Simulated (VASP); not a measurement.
# Ni3Ge (Pm-3m) in VASP: density of states with LDA

Aim: the density of states of Ni3Ge with LDA.

All numbers are computed with VASP 6.6.1; they aren't measurements. Logs are shortened: lines on timing, memory, paths and dates and some standing lists are left out, and cuts for length are marked.

**1. The cell of the first run**

It takes space group Pm-3m (No. 221, cubic). Conventional cell: a = 3.530 Å, b = 3.530 Å, c = 3.530 Å, α = 90.00°, β = 90.00°, γ = 90.00°. Within 3.3 Å of Ni (site symmetry 4/mmm) lie 8 Ni at 2.50 Å and 4 Ge at 2.50 Å. Ge (site symmetry m-3m) has 12 Ni at 2.50 Å within 3.3 Å.

**2. Density of states, LDA**

The input, POSCAR:

```
Ni3Ge
1.0
    3.5303341067      0.0000000000      0.0000000000
    0.0000000000      3.5303341067      0.0000000000
    0.0000000000      0.0000000000      3.5303341067
Ni Ge
3 1
Direct
    0.5000000000      0.0000000000      0.5000000000
    0.0000000000      0.5000000000      0.5000000000
    0.5000000000      0.5000000000      0.0000000000
    0.0000000000      0.0000000000      0.0000000000
```

The input, INCAR.step1:

```
PREC = Accurate ; ENCUT = 520
EDIFF = 1E-7 ; ISMEAR = -1
SIGMA = 0.05 ; LREAL = F
LASPH = T ; NELM = 60
ALGO = Normal ; ISIF = 2
LWAVE = F ; LCHARG = T
LMAXMIX = 4 ; GGA = CA
NBANDS = 30
```

The input, KPOINTS.step1:

```
Automatic mesh
0
Gamma
  8 8 8
```

The input, INCAR.step2:

```
PREC = Accurate ; ENCUT = 520
EDIFF = 1E-7 ; ISMEAR = -5
SIGMA = 0.05 ; LREAL = F
LASPH = T ; NELM = 60
ALGO = Normal ; ISIF = 2
LWAVE = F ; LCHARG = F
LMAXMIX = 4 ; GGA = CA
LORBIT = 10 ; NEDOS = 2001
ICHARG = 11
```

The input, KPOINTS.step2:

```
Automatic mesh
0
Gamma
  12 12 12
```

Potentials or basis: VASP PAW LDA potentials, release 64 (Ni, Ge_d).

The run is started by

```
cat potpaw_LDA.64/Ni/POTCAR potpaw_LDA.64/Ge_d/POTCAR > POTCAR
cp INCAR.step1 INCAR
cp KPOINTS.step1 KPOINTS
mpirun -np 1 vasp_std > vasp.out
cp INCAR.step2 INCAR
cp KPOINTS.step2 KPOINTS
mpirun -np 1 vasp_std > vasp.out
```

OUTCAR:

```text
PREC = Accurate
   ENCUT = 520
   EDIFF = 1E-7
   ISMEAR = -5
   LREAL = F
   LASPH = T
   NELM = 60
   ISIF = 2
   GGA = CA
   LORBIT = 10
   ICHARG = 11

 ion  position               nearest neighbor table
   1  0.500  0.000  0.500-   2 2.50   3 2.50   4 2.50   3 2.50   4 2.50   2 2.50   3 2.50   3 2.50
                             2 2.50   4 2.50   4 2.50   2 2.50
   2  0.000  0.500  0.500-   1 2.50   3 2.50   4 2.50   3 2.50   4 2.50   1 2.50   4 2.50   4 2.50
                             1 2.50   3 2.50   3 2.50   1 2.50
   3  0.500  0.500  0.000-   1 2.50   2 2.50   4 2.50   1 2.50   2 2.50   1 2.50   4 2.50   1 2.50
                             2 2.50   4 2.50   2 2.50   4 2.50
   4  0.000  0.000  0.000-   1 2.50   2 2.50   3 2.50   1 2.50   2 2.50   2 2.50   3 2.50   2 2.50
                             1 2.50   3 2.50   1 2.50   3 2.50

  LATTYP: Found a simple cubic cell.
 ALAT       =     3.5303341067

  Lattice vectors:

 A1 = (   3.5303341067,   0.0000000000,   0.0000000000)
 A2 = (   0.0000000000,   3.5303341067,   0.0000000000)
 A3 = (   0.0000000000,   0.0000000000,   3.5303341067)

Analysis of symmetry for initial positions (statically):
=====================================================================
 Subroutine PRICEL returns:
 Original cell was already a primitive cell.

 Routine SETGRP: Setting up the symmetry group for a
 simple cubic supercell.

 Subroutine GETGRP returns: Found 48 space group operations
 (whereof 48 operations were pure point group operations)
 out of a pool of 48 trial point group operations.

The static configuration has the point symmetry O_h .

Analysis of symmetry for dynamics (positions and initial velocities):
=====================================================================
 Subroutine PRICEL returns:
 Original cell was already a primitive cell.

 Routine SETGRP: Setting up the symmetry group for a
 simple cubic supercell.

 Subroutine GETGRP returns: Found 48 space group operations
 (whereof 48 operations were pure point group operations)
 out of a pool of 48 trial point group operations.

The dynamic configuration has the point symmetry O_h .

 Subroutine INISYM returns: Found 48 space group operations
 (whereof 48 operations are pure point group operations),
 and found     1 'primitive' translations

----------------------------------------------------------------------------------------

                                     Primitive cell

  volume of cell :      43.9995

  direct lattice vectors                    reciprocal lattice vectors
     3.530334107  0.000000000  0.000000000     0.283259309  0.000000000  0.000000000
     0.000000000  3.530334107  0.000000000     0.000000000  0.283259309  0.000000000
     0.000000000  0.000000000  3.530334107     0.000000000  0.000000000  0.283259309

  length of vectors
     3.530334107  3.530334107  3.530334107     0.283259309  0.283259309  0.283259309

  position of ions in fractional coordinates (direct lattice)
     0.500000000  0.000000000  0.500000000
     0.000000000  0.500000000  0.500000000
     0.500000000  0.500000000  0.000000000
     0.000000000  0.000000000  0.000000000

  ion indices of the primitive-cell ions
   primitive index   ion index
                 1           1
                 2           2
                 3           3
                 4           4

----------------------------------------------------------------------------------------

 KPOINTS: Automatic mesh

Automatic generation of k-mesh.
 Grid dimensions read from file:
 generate k-points for:   12   12   12

 Generating k-lattice:

  Cartesian coordinates                     Fractional coordinates (reciprocal lattice)
     0.023604942  0.000000000  0.000000000     0.083333333  0.000000000  0.000000000
     0.000000000  0.023604942  0.000000000     0.000000000  0.083333333  0.000000000
     0.000000000  0.000000000  0.023604942     0.000000000  0.000000000  0.083333333

  Length of vectors
     0.023604942  0.023604942  0.023604942

  Shift w.r.t. Gamma in fractional coordinates (k-lattice)
     0.000000000  0.000000000  0.000000000

 TETIRR: Found    854 inequivalent tetrahedra from    10368

 Subroutine IBZKPT returns following result:
 ===========================================

 Found     84 irreducible k-points:

 Following reciprocal coordinates:
            Coordinates               Weight
  0.000000  0.000000  0.000000      1.000000
  0.083333  0.000000  0.000000      6.000000
  0.166667  0.000000  0.000000      6.000000
  0.250000  0.000000  0.000000      6.000000
  0.333333  0.000000  0.000000      6.000000
  0.416667  0.000000  0.000000      6.000000
[... 16 lines left out ...]
  0.333333  0.333333  0.000000     12.000000
  0.416667  0.333333  0.000000     24.000000
 [... further k-points ...]
   k-points           NKPTS =     84   k-points in BZ     NKDIM =     84   number of bands    NBANDS=     26
   number of dos      NEDOS =   2001   number of ions     NIONS =      4
   total plane-waves  NPLWV =  21952
   dimension x,y,z NGX =    28 NGY =   28 NGZ =   28
   dimension x,y,z NGXF=    56 NGYF=   56 NGZF=   56
   ions per type =               3   1
   NGX,Y,Z   is equivalent  to a cutoff of  13.19, 13.19, 13.19 a.u.
   NGXF,Y,Z  is equivalent  to a cutoff of  26.37, 26.37, 26.37 a.u.
 SYSTEM =  unknown system
   PREC   = accura    normal or accurate (medium, high low for compatibility)
   ISTART =      0    job   : 0-new  1-cont  2-samecut
   ICHARG =     11    charge: 1-file 2-atom 10-const
   ISPIN  =      1    spin polarized calculation?
   LNONCOLLINEAR =      F non collinear calculations
   LSORBIT =      F    spin-orbit coupling
   LASPH  =      T    aspherical Exc in radial PAW
   ENCUT  =  520.0 eV  38.22 Ry    6.18 a.u.   6.56  6.56  6.56*2*pi/ulx,y,z
   NELM   =     60;   NELMIN=  2; NELMDL=  0     # of ELM steps
   EDIFF  = 0.1E-06   stopping-criterion for ELM
   LREAL  =      F    real-space projection
   EDIFFG = 0.1E-05   stopping-criterion for IOM
   NSW    =      0    number of steps for IOM
   IBRION =     -1    ionic relax: 0-MD 1-quasi-New 2-CG
   NFREE  =      0    steps in history (QN), initial steepest desc. (CG)
   ISIF   =      2    stress and relaxation
   ISYM   =      2    0-nonsym 1-usesym 2-fastsym
   POTIM  = 0.5000    time-step for ionic-motion
   TEBEG  =    0.0;   TEEND  =   0.0 temperature during run
   PSTRESS=    0.0 pullay stress
   NELECT =      44.0000    total number of electrons
   NUPDOWN=      -1.0000    fix difference up-down
   EMIN   =  10.00;   EMAX   =-10.00  energy-range for DOS
   EFERMI =   0.00;   METHOD = LEGACY
   ISMEAR =    -5;   SIGMA  =   0.05  broadening in eV -4-tet -1-fermi 0-gaus
   EFERMI_NEDOS =   21; number of points for ismear=-14 and -15
   IALGO  =     38    algorithm
   IMIX   =      4    mixing-type and parameters
     AMIX     =   0.40;   BMIX     =  1.00
     AMIX_MAG =   1.60;   BMIX_MAG =  1.00
  volume/ion in A,a.u.               =      11.00        74.23
  Fermi-wavevector in a.u.,A,eV,Ry     =   1.637105  3.093680 36.465156  2.680113
  Thomas-Fermi vector in A             =   2.728300
   LORBIT       =     10    0 simple, 1 ext, 2 COOP (PROOUT), +10 PAW based schemes
   GGA     = CA    functional components
   LHFCALC =     F    Hartree Fock is set to
   AEXX    =    0.0000 exact exchange contribution
   IVDW    =     0    specifies the selected vdW correction
   LEPSILON=     F    determine dielectric tensor
   LRPA    =     F    only Hartree local field effects (RPA)
 non-spin polarized calculation
 Fermi weights with tetrahedron method with Bloechl corrections
  energy-cutoff  :      520.00
  volume of cell :       44.00
 maximum number of plane-waves:      1213
 NGX is ok and might be reduce to    28

 number of electron      43.9999972 magnetization

 Free energy of the ion-electron system (eV)
  ---------------------------------------------------
  ext. energy  EPLUGINS =         0.00000000
  ---------------------------------------------------
  free energy    TOTEN  =       -26.36316577 eV

  energy without entropy =      -26.36316577  energy(sigma->0) =      -26.36316577

 E-fermi :  10.0352     XC(G=0): -13.8229

 val. band max:       10.0252545082   @ k =   0.0833   0.0833   0.0833
 cond. band min:      10.0443680466   @ k =   0.0833   0.0833   0.0000
 fundamental gap:      0.0191135384
 Fermi energy:        10.0352149228

 k-point     1 :       0.0000    0.0000    0.0000
  band No.  band energies     occupation
      1     -14.6699      2.00000
      2     -14.6699      2.00000
      3     -14.6559      2.00000
      4     -14.6559      2.00000
      5     -14.6559      2.00000
      6      -2.4456      2.00000
[... 18 lines left out ...]
     25      13.9842      0.00000
     26      17.0208      0.00000

 k-point     2 :       0.0833    0.0000    0.0000
  band No.  band energies     occupation
      1     -14.6696      2.00000
      2     -14.6682      2.00000
      3     -14.6559      2.00000
      4     -14.6559      2.00000
      5     -14.6558      2.00000
      6      -2.3671      2.00000
[... 18 lines left out ...]
     25      14.2375      0.00000
     26      17.0213      0.00000

 k-point     3 :       0.1667    0.0000    0.0000
  band No.  band energies     occupation
      1     -14.6688      2.00000
      2     -14.6633      2.00000
      3     -14.6560      2.00000
      4     -14.6560      2.00000
      5     -14.6556      2.00000
      6      -2.1356      2.00000
[... 572 lines left out ...]
 k-point    23 :       0.3333    0.3333    0.0000
  band No.  band energies     occupation
      1     -14.6635      2.00000
      2     -14.6570      2.00000
      3     -14.6558      2.00000
      4     -14.6555      2.00000
      5     -14.6391      2.00000
      6      -0.2863      2.00000
[... 18 lines left out ...]
     25      14.0317      0.00000
     26      16.0989      0.00000

 k-point    24 :       0.4167    0.3333    0.0000
  band No.  band energies     occupation
      1     -14.6650      2.00000
      2     -14.6560      2.00000
      3     -14.6559      2.00000
      4     -14.6555      2.00000
      5     -14.6352      2.00000
      6       0.1019      2.00000
[... 18 lines left out ...]
     25      14.6733      0.00000
     26      16.2141      0.00000

 [... further k-points ...]

------------------------ aborting loop because EDIFF is reached ----------------------------------------

  FORCE on cell =-STRESS in cart. coord.  units (eV):
  Direction    XX          YY          ZZ          XY          YZ          ZX
  --------------------------------------------------------------------------------------
  -------------------------------------------------------------------------------------
  Total       -1.8020276     -1.8020276     -1.8020276      0.0000000     -0.0000000      0.0000000
  in kB      -65.6182410    -65.6182410    -65.6182410      0.0000000     -0.0000000      0.0000000
  external PRESSURE =     -65.6182410 kB  Pullay stress =       0.0000000 kB

 VOLUME and BASIS-vectors are now :
 -----------------------------------------------------------------------------
  energy-cutoff  :      520.00
  volume of cell :       44.00
      direct lattice vectors                 reciprocal lattice vectors
     3.530334107  0.000000000  0.000000000     0.283259309  0.000000000  0.000000000
     0.000000000  3.530334107  0.000000000     0.000000000  0.283259309  0.000000000
     0.000000000  0.000000000  3.530334107     0.000000000  0.000000000  0.283259309

 POSITION                                       TOTAL-FORCE (eV/Angst)
 -----------------------------------------------------------------------------------
      1.76517      0.00000      1.76517         0.000000      0.000000      0.000000
      0.00000      1.76517      1.76517         0.000000      0.000000      0.000000
      1.76517      1.76517      0.00000         0.000000      0.000000      0.000000
      0.00000      0.00000      0.00000         0.000000      0.000000      0.000000
 -----------------------------------------------------------------------------------
    total drift:                               -0.000000      0.000000      0.000000

  FREE ENERGIE OF THE ION-ELECTRON SYSTEM (eV)
  ---------------------------------------------------
  free  energy   TOTEN  =       -26.3631657725 eV

  energy  without entropy=      -26.3631657725  energy(sigma->0) =      -26.36316577

 total charge

# of ion       s       p       d       tot
------------------------------------------
    1        0.476   0.540   8.447   9.464
    2        0.476   0.540   8.447   9.464
    3        0.476   0.540   8.447   9.464
    4        1.101   1.241  10.142  12.484
--------------------------------------------------
tot          2.529   2.862  35.484  40.875
```

Run time: 73 s. Hardware: 1 thread of Intel Xeon Platinum 8375C at 2.90GHz (Ice Lake), shared host; peak memory 0.2 GiB.

Results:

```
Valence electrons inside the program's atomic spheres : Ni 9.46; Ge 12.48
```

Caveat: tetrahedron occupations give inexact forces and stress in metals. Spin polarisation is off, so any magnetic state and its effect on volume and gap are missing.
